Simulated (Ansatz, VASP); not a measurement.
# One calculation of InP, two programs

File POSCAR:

```
InP
1.0
    0.0000000000      2.7688340000      2.7688340000
    2.7688340000      0.0000000000      2.7688340000
    2.7688340000      2.7688340000      0.0000000000
In P
1 1
Direct
    0.0000000000      0.0000000000      0.0000000000
    0.5000000000      0.5000000000      0.5000000000
```

Contents of INCAR.step1:

```
SYSTEM = InP
PREC = Accurate
ENCUT = 600
EDIFF = 1E-5
ISMEAR = -1
SIGMA = 0.05
LREAL = .FALSE.
LASPH = .TRUE.
NELM = 100
ALGO = Normal
LWAVE = .TRUE.
LCHARG = .FALSE.
GGA = PE
NBANDS = 16
```

Contents of INCAR.step2:

```
SYSTEM = InP
PREC = Accurate
ENCUT = 600
EDIFF = 1E-6
ISMEAR = -1
SIGMA = 0.05
LREAL = .FALSE.
LASPH = .TRUE.
NELM = 100
ALGO = Normal
ISIF = 3
LWAVE = .FALSE.
LCHARG = .FALSE.
GGA = B3
LHFCALC = .TRUE.
AEXX = 0.2
AGGAX = 0.72
AGGAC = 0.81
ALDAC = 0.19
PRECFOCK = Normal
IBRION = 2
NSW = 60
EDIFFG = -0.01
ISTART = 1
```

KPOINTS

```
regular mesh
0
G
  4 4 4
  0 0 0
```

File input:

```
crystal:
  lattice:
    - [0.0, 2.768834, 2.768834]
    - [2.768834, 0.0, 2.768834]
    - [2.768834, 2.768834, 0.0]
  atoms:
    - { symbol: In, position: [0.0, 0.0, 0.0] }
    - { symbol: P, position: [0.5, 0.5, 0.5] }
hamiltonian:
  xc: b3lyp
  pseudopotentials: { kind: paw }
kpoints:
  mp_grid: { grid: [4, 4, 4] }
scf:
  occupations: { method: fermi_dirac, width: 0.05 }
output:
  forces: true
  stress: true
  eigenvalues: true
relax:
  f_tol: 0.01
  max_steps: 40
  cell: { stress_tol: 0.05 }
```

Alike in both runs: task relaxation of cell and atoms; functional B3LYP; k mesh 4 × 4 × 4; occupations fermi-dirac, width 0.05 eV; no spin polarisation.

```csv
,VASP,Ansatz
version,VASP 6.6.1,Ansatz 0.2.0
potentials or method,"VASP PAW PBE potentials, release 64 (In_d, P)",Ansatz PAW
plane-wave cutoff (eV),600,420
valence electrons in the cell,18,18
```

```tsv
	VASP	Ansatz	Ansatz less VASP
gap on the k mesh at the Fermi level, each at its own relaxed structure (eV)	none	none	-
relaxed volume (Å³/atom)	21.80	21.80	0.000
relaxed cell length with the largest relative difference (Å)	3.950	3.950	0.0000
```

VASP's potentials were made for PBE, not for B3LYP. A gap of «none» marks a metal or a gap that the smearing closes.

The k mesh is coarse, so the values compare programs but aren't converged. Noted on Ansatz's run: the plane-wave basis is chosen anew once the cell has moved, so the energies of steps on either side of that aren't comparable.
